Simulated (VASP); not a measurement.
Sb: electric field gradients with PBE

The system is Sb.

```
Sb
1.0
     3.36900    0.00000    0.00000
    -1.68450    2.91764    0.00000
     0.00000    0.00000    5.33000
Sb
2
Cartesian
  0.0000 1.9451 1.3325
  1.6845 0.9725 3.9975
```

* Program: VASP 6.6.1
* Task: electric field gradients
* Functional: PBE
* Potentials or basis: VASP PAW PBE potentials, release 64 (Sb)
* Cutoff: 520 eV
* k mesh: 12 × 12 × 7
* Occupations: fermi-dirac, width 0.03 eV
* Spin: no spin polarisation
* Dipole correction: no
* Further INCAR settings: ALGO = Normal; EDIFF = 1e-08; NBANDS = 12

```yaml
Pressure: 2.9 GPa
Band_gap_on_the_k_mesh: zero (band 5 reaches 12.92 eV, above the bottom of band 6 at 5.95 eV)
```

Stress tensor (GPa, compression positive):
```
3.37 0.00 0.00
0.00 3.37 0.00
0.00 0.00 1.98
```

Levels at points of the mesh, in eV from the Fermi level:
```
           k point  band 2  band 3  band 4  band 5  band 6  band 7  band 8  band 9
(0.00, 0.00, 0.00)   -8.96   -5.97    3.30    3.30    5.10    5.10    6.04    7.38
(0.50, 0.00, 0.00)   -8.23   -4.26   -2.92   -2.43   -0.22    0.09    3.76    4.20
```

Electric field gradients, principal values (V/Å²):
| atom | least | middle | greatest (by size) |
| --- | --- | --- | --- |
| 1 Sb | -10.980 | -10.980 | 21.960 |
| 2 Sb | -10.980 | -10.980 | 21.960 |

It took 32 s on 1 thread of Intel(R) Xeon(R) Platinum 8488C (Sapphire Rapids), on a shared host, peak memory 0.19 GiB.

Caveat: without QUAD_EFG the Cq values of the log hold for a quadrupole moment of 1 mb, not for the nuclei; spin-orbit coupling is left out, which moves the levels of the heavy elements.
